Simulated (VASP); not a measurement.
Wanted: the native input for a VASP 6.6.1 run.

| Quantity | Value |
| --- | --- |
| Task | relaxation of cell and atoms |
| Functional | PBE |
| Potentials or basis | VASP PAW PBE potentials, release 64 (In_d, Pd) |
| Cutoff | 600 eV |
| k mesh | 14 × 14 × 14 |
| Occupations | gaussian, width 0.1 eV |
| Spin | no spin polarisation |
| Dipole correction | no |
| Further INCAR settings | ALGO = Normal; EDIFF = 1e-06; IBRION = 2; EDIFFG = -0.005; NSW = 100; ISIF = 3 |

The structure of InPd lies in POSCAR:

```
InPd
1.0
    3.2718847800      0.0000000000      0.0000000000
    0.0000000000      3.2718847800      0.0000000000
    0.0000000000      0.0000000000      3.2718847800
In Pd
1 1
Direct
    0.0000000000      0.0000000000      0.0000000000
    0.5000000000      0.5000000000      0.5000000000
```

The input as run:

INCAR

```
ALGO = Normal ; EDIFF = 1E-6
EDIFFG = -0.005 ; ENCUT = 600
GGA = PE ; IBRION = 2
ISIF = 3 ; ISMEAR = 0
LASPH = True ; LCHARG = False
LREAL = False ; LWAVE = False
NELM = 100 ; NSW = 100
PREC = Accurate ; SIGMA = 0.1
```

KPOINTS

```
k-points
0
Gamma
  14 14 14
```

Potentials or basis: VASP PAW PBE potentials, release 64 (In_d, Pd).

Run with:

```bash
$ cat potpaw_PBE.64/In_d/POTCAR potpaw_PBE.64/Pd/POTCAR > POTCAR
$ mpirun -np 1 vasp_std > vasp.out
```

Results of the run:

```json
{
 "Relaxed volume": "18.06 Å³/atom",
 "Relaxed cell": "a = 3.305 Å, b = 3.305 Å, c = 3.305 Å, α = 90.00°, β = 90.00°, γ = 90.00°",
 "Space group after relaxing (to 0.05 Å)": "Pm-3m (No. 221)",
 "Energy gained by relaxing": "6.1 meV/atom",
 "Ionic steps": "3",
 "Pressure after relaxing": "0.0 GPa"
}
```

It took 55 s on 1 thread of Intel(R) Xeon(R) 6975P-C (Granite Rapids), with other jobs on the host, peak memory 0.23 GiB.
